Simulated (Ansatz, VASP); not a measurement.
**Mn in VASP and in Ansatz**

Contents of INCAR:

```
  PREC = Accurate
  ENCUT = 600
  EDIFF = 1E-6
  ISMEAR = 0
  SIGMA = 0.1
  LREAL = False
  LASPH = True
  NELM = 100
  ALGO = Fast
  ISIF = 3
  LWAVE = False
  LCHARG = False
  GGA = PE
  IBRION = 2
  NSW = 100
  EDIFFG = -0.01
```

The input KPOINTS:

```
regular mesh
0
Gamma
  28 28 28
```

Contents of POSCAR:

```
Mn
1.0
   -1.3363904645      1.3363904645      3.4430467377
    1.3363904645     -1.3363904645      3.4430467377
    1.3363904645      1.3363904645     -3.4430467377
Mn
2
Direct
    0.1549506814      0.1549506814      0.0000000000
    0.8450493186      0.8450493186      0.0000000000
```

Input for Ansatz:

```yaml
crystal:
  lattice:
    - [-1.3363904645, 1.3363904645, 3.4430467377]
    - [1.3363904645, -1.3363904645, 3.4430467377]
    - [1.3363904645, 1.3363904645, -3.4430467377]
  atoms:
    - { symbol: Mn, position: [0.1549506814, 0.1549506814, 0.0] }
    - { symbol: Mn, position: [0.8450493186, 0.8450493186, 0.0] }
basis:
  ecutwfc: 420
kpoints:
  mp_grid: { grid: [28, 28, 28] }
hamiltonian:
  xc: pbe
scf:
  occupations: { method: gaussian, width: 0.1 }
output:
  forces: true
  stress: true
  eigenvalues: true
relax:
  adjacent_minimum: "off"
  f_tol: 0.01
  max_steps: 80
  cell: { stress_tol: 0.05 }
```

Alike in both runs: task relaxation of cell and atoms; functional PBE; k mesh 28 × 28 × 28; occupations gaussian, width 0.1 eV; no spin polarisation.

```csv
,VASP,Ansatz
version,VASP 6.6.1,Ansatz 0.2.0
potentials or method,"VASP PAW PBE potentials, release 64 (Mn_pv), cutoff 600 eV","scalar-relativistic, plane waves, PAW"
valence electrons in the cell,26,30
```

|  | VASP | Ansatz | Ansatz less VASP |
| --- | --- | --- | --- |
| gap on the k mesh at the Fermi level, each at its own relaxed structure (eV) | none | none | - |
| relaxed volume (Å³/atom) | 12.30 | 12.29 | -0.011 |
| relaxed length of the cell vector where the two differ most in proportion (Å) | 3.933 | 3.924 | -0.0088 |

A gap of «none» marks a metal or a gap that the smearing closes. VASP's potentials hold 26 valence electrons a cell and Ansatz's 30, so a difference there can come from the potentials and not from the codes.
